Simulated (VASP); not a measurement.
As, 2 atoms in the cell. The cell holds a slab with vacuum, 2 atoms: a = 3.520 Å, b = 3.520 Å, c = 28.000 Å, α = 90.00°, β = 90.00°, γ = 120.00°. 

* Program: VASP 6.6.1
* Task: single point
* Functional: LDA
* Potentials or basis: VASP PAW LDA potentials, release 64 (As)
* Cutoff: 520 eV
* k mesh: 9 × 9 × 1
* Occupations: gaussian, width 0.02 eV
* Spin: no spin polarisation
* Dipole correction: yes
* Further INCAR settings: ALGO = Normal; EDIFF = 1e-06; NBANDS = 12

Potentials or basis: VASP PAW LDA potentials, release 64 (As).

The run is started by

```sh
$ cat potpaw_LDA.64/As/POTCAR > POTCAR
$ mpirun -np 1 vasp_std > vasp.out
```

Hardware: 1 thread of Intel(R) Xeon(R) Platinum 8488C (Sapphire Rapids), with other jobs on the host.

**Question.** Estimate the wall time of this run.

**Answer.** Wall time 68 s on 1 thread of Intel(R) Xeon(R) Platinum 8488C (Sapphire Rapids) (shared host), peak memory 0.31 GiB. Counts: scf iterations 19, k points 12.
